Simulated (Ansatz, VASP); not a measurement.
# SiF: VASP beside Ansatz

File INCAR:

```
ALGO = Normal
EDIFF = 1E-6
ENCUT = 600
GGA = PE
GGA_COMPAT = F
ISIF = 2
ISMEAR = -1
LASPH = T
LCHARG = F
LREAL = F
LWAVE = F
NBANDS = 12
NELM = 120
PREC = Accurate
SIGMA = 0.05
```

The input KPOINTS:

```
k-points
0
Gamma
  7 7 7
```

POSCAR

```
SiF
1.0
    3.0286000000      0.0000000000      0.0000000000
    0.0000000000      3.0286000000      0.0000000000
    0.0000000000      0.0000000000      2.9983140000
Si F
1 1
Direct
    0.5000000000      0.5000000000      0.5000000000
    0.0000000000      0.0000000000      0.0000000000
```

input.yaml

```yaml
crystal:
  lattice:
    - [3.0286, 0.0, 0.0]
    - [0.0, 3.0286, 0.0]
    - [0.0, 0.0, 2.998314]
  atoms:
    - { symbol: Si, position: [0.5, 0.5, 0.5] }
    - { symbol: F, position: [0.0, 0.0, 0.0] }
hamiltonian:
  xc: pbe
  pseudopotentials: { kind: paw }
kpoints:
  mp_grid: { grid: [7, 7, 7] }
  band_path:
    path:
      - [[0.0, 0.0, 0.0], [0.0, 0.5, 0.0], [0.5, 0.5, 0.0], [0.0, 0.0, 0.0], [0.0, 0.0, 0.5], [0.0, 0.5, 0.5], [0.5, 0.5, 0.5], [0.0, 0.0, 0.5]]
      - [[0.0, 0.5, 0.0], [0.0, 0.5, 0.5]]
      - [[0.5, 0.5, 0.0], [0.5, 0.5, 0.5]]
    npoints: 14
scf:
  occupations: { method: fermi_dirac, width: 0.05 }
  n_extra_bands: 6
output:
  forces: true
  stress: true
  eigenvalues: true
  fatbands: false
  write_density: true
  write_potential: true
  elf: true
  volumetric_format: npy
```

Alike in both runs: functional PBE; k mesh 7 × 7 × 7; occupations fermi-dirac, width 0.05 eV; no spin polarisation.

|  | VASP | Ansatz |
| --- | --- | --- |
| version | VASP 6.6.1 | Ansatz 0.2.0 |
| potentials or method | VASP PAW PBE potentials, release 64 (Si, F) | Ansatz PAW |
| plane-wave cutoff (eV) | 600 | 420 |
| valence electrons in the cell | 11 | 11 |
| task | single point | band structure |

|  | VASP | Ansatz | Ansatz less VASP |
| --- | --- | --- | --- |
| gap on the k mesh at the Fermi level (eV) | none | none | - |
| pressure (GPa) | 0.3 | 0.6 | +0.25 |
| traceless stress, the component that is largest in VASP (GPa) | -1.97 | -1.98 | -0.006 |

A gap of «none» marks a metal or a gap that the smearing closes. The functional is the same, so the differences come from potentials, cutoffs and numerics.
